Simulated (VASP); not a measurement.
Here is a VASP 6.6.1 calculation.

Contents of INCAR:

```
PREC     = Accurate       # precision mode
ENCUT    = 520            # plane-wave cutoff, eV
EDIFF    = 1E-8           # SCF threshold, eV
ISMEAR   = -1             # smearing method
SIGMA    = 0.08           # smearing width, eV
LREAL    = F              # projectors in reciprocal space
LASPH    = T              # aspherical terms in the spheres
NELM     = 80             # most SCF steps
ALGO     = Normal         # electronic algorithm
ISIF     = 2              # what is computed and relaxed
LWAVE    = F              # write WAVECAR
LCHARG   = F              # write CHGCAR
GGA      = PE             # functional
LEFG     = T            
NBANDS   = 29             # bands
```

File KPOINTS:

```
regular mesh
0
Gamma
  8 8 8
```

File POSCAR:

```
TiSi2
1.0
   -0.0837950000      4.0753850000      4.2203200000
    2.3438850000     -0.0664800000      4.2376350000
    2.3453200000      4.0941350000     -0.0650450000
Ti Si
2 4
Direct
    0.7500000000      0.7500000000      0.7500000000
    0.5000000000      0.5000000000      0.5000000000
    0.0830000000      0.4170000000      0.0830000000
    0.4170000000      0.0830000000      0.4170000000
    0.1670000000      0.8330000000      0.1670000000
    0.8330000000      0.1670000000      0.8330000000
```

Potentials or basis: VASP PAW PBE potentials, release 64 (Ti_sv, Si).

The run is started by

```sh
$ cat potpaw_PBE.64/Ti_sv/POTCAR potpaw_PBE.64/Si/POTCAR > POTCAR
$ mpirun -np 1 vasp_std > vasp.out
```

Problem. Predict the band gap on the k mesh.

Solution. Zero (bands 20 and 21 overlap by 1.81 eV).

Problem. Estimate the largest force.

Solution. 0.299 eV/Å.

Forces in eV/Å, atoms in the order of the input:
```
Ti  -0.134 -0.136 -0.132
Ti   0.134  0.136  0.132
Si  -0.053  0.140  0.001
Si  -0.061 -0.264 -0.125
Si   0.053 -0.140 -0.001
Si   0.061  0.264  0.125
```

Caveat: the cell differs from its parent crystal (equal xy, yz and zx shear strains of -2 %); without QUAD_EFG the Cq values of the log hold for a quadrupole moment of 1 mb, not for the nuclei.
